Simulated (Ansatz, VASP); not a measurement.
## One calculation of Zn4Ga, two programs

The input INCAR:

```
SYSTEM = Zn4Ga
  ALGO = Normal
  EDIFF = 1E-7
  EDIFFG = -0.01
  ENCUT = 600
  GGA = PE
  IBRION = 2
  ISIF = 3
  ISMEAR = 0
  LASPH = .TRUE.
  LCHARG = .FALSE.
  LREAL = .FALSE.
  LWAVE = .FALSE.
  NELM = 100
  NSW = 100
  PREC = Accurate
  SIGMA = 0.1
```

File KPOINTS:

```
k-points
0
G
  10 10 10
  0 0 0
```

Contents of POSCAR:

```
Zn4Ga
1.0
   -2.9076430644      2.9076430644      2.9076430644
    2.9076430644     -2.9076430644      2.9076430644
    2.9076430644      2.9076430644     -2.9076430644
Zn Ga
4 1
Direct
    0.0000000000      0.0000000000      0.5000000000
    0.5000000000      0.0000000000      0.0000000000
    0.0000000000      0.5000000000      0.0000000000
    0.5000000000      0.5000000000      0.5000000000
    0.0000000000      0.0000000000      0.0000000000
```

Input for Ansatz:

```yaml
crystal:
  lattice:
    - [-2.9076430644, 2.9076430644, 2.9076430644]
    - [2.9076430644, -2.9076430644, 2.9076430644]
    - [2.9076430644, 2.9076430644, -2.9076430644]
  atoms:
    - { symbol: Zn, position: [0.0, 0.0, 0.5] }
    - { symbol: Zn, position: [0.5, 0.0, 0.0] }
    - { symbol: Zn, position: [0.0, 0.5, 0.0] }
    - { symbol: Zn, position: [0.5, 0.5, 0.5] }
    - { symbol: Ga, position: [0.0, 0.0, 0.0] }
basis:
  ecutwfc: 420
kpoints:
  mp_grid: { grid: [10, 10, 10] }
hamiltonian:
  xc: pbe
scf:
  occupations: { method: gaussian, width: 0.1 }
output:
  forces: true
  stress: true
  eigenvalues: true
  write_density: true
  write_potential: true
  elf: true
  volumetric_format: npy
relax:
  adjacent_minimum: "off"
  f_tol: 0.01
  max_steps: 80
  cell: { stress_tol: 0.05 }
```

Change from the starting cell: species swapped into the Hg4Pt type (Im-3m, No. 229).

Alike in both runs: task relaxation of cell and atoms; functional PBE; k mesh 10 × 10 × 10; occupations gaussian, width 0.1 eV; no spin polarisation.

```csv
,VASP,Ansatz
version,VASP 6.6.1,Ansatz 0.2.0
potentials or method,"VASP PAW PBE potentials, release 64 (Zn, Ga_d), cutoff 600 eV","scalar-relativistic, plane waves, PAW"
valence electrons in the cell,61,61
```

Ansatz gave:

| Item | Value |
| --- | --- |
| gap on the k mesh at the Fermi level, each at its own relaxed structure (eV) | none |
| relaxed volume (Å³/atom) | 19.70 |
| relaxed cell length with the largest relative difference (Å) | 5.039 |

What did VASP give for the same quantities?

gap on the k mesh at the Fermi level, each at its own relaxed structure (eV): none; relaxed volume (Å³/atom): 19.76; relaxed cell length with the largest relative difference (Å): 5.044.

A gap of «none» marks a metal or a gap that the smearing closes.
